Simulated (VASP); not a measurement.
Write the native input for VASP 6.6.1 that does the following.

```
Task                   : single point
Functional             : LDA
Potentials or basis    : VASP PAW LDA potentials, release 64 (Ga_d)
Cutoff                 : 520 eV
k mesh                 : 11 × 11 × 11
Occupations            : fermi-dirac, width 0.1 eV
Spin                   : no spin polarisation
Dipole correction      : no
Further INCAR settings : ALGO = Normal; EDIFF = 1e-06; NBANDS = 20
```

The structure of Ga lies in POSCAR:

```
Ga
1.0
    0.0000000000      2.8763035190      2.8763035190
    2.8763035190      0.0000000000      2.8763035190
    2.8763035190      2.8763035190      0.0000000000
Ga
2
Direct
    0.1250000000      0.1250000000      0.1250000000
    0.8750000000      0.8750000000      0.8750000000
```

This cell differs from its parent crystal: volume scaled by 1.04.

The input as run:

INCAR

```
PREC     = Accurate       # precision mode
ENCUT    = 520            # plane-wave cutoff, eV
EDIFF    = 1E-6           # SCF threshold, eV
ISMEAR   = -1             # smearing method
SIGMA    = 0.1            # smearing width, eV
LREAL    = False          # projectors in reciprocal space
LASPH    = True           # aspherical terms in the spheres
NELM     = 100            # most SCF steps
ALGO     = Normal         # electronic algorithm
ISIF     = 2              # what is computed and relaxed
LWAVE    = False          # write WAVECAR
LCHARG   = False          # write CHGCAR
GGA      = CA             # functional
NBANDS   = 20             # bands
```

KPOINTS

```
Automatic mesh
0
Gamma
  11 11 11
```

Potentials or basis: VASP PAW LDA potentials, release 64 (Ga_d).

Command:

```bash
$ cat potpaw_LDA.64/Ga_d/POTCAR > POTCAR
$ mpirun -np 1 vasp_std > vasp.out
```

Results of the run:

* Pressure: -1.6 GPa
* Band gap on the k mesh: zero (band 13 reaches 5.64 eV, above the bottom of band 14 at 1.59 eV)

It took 30 s on 1 thread of Intel(R) Xeon(R) Platinum 8488C (Sapphire Rapids), with other jobs on the host, peak memory 0.16 GiB.
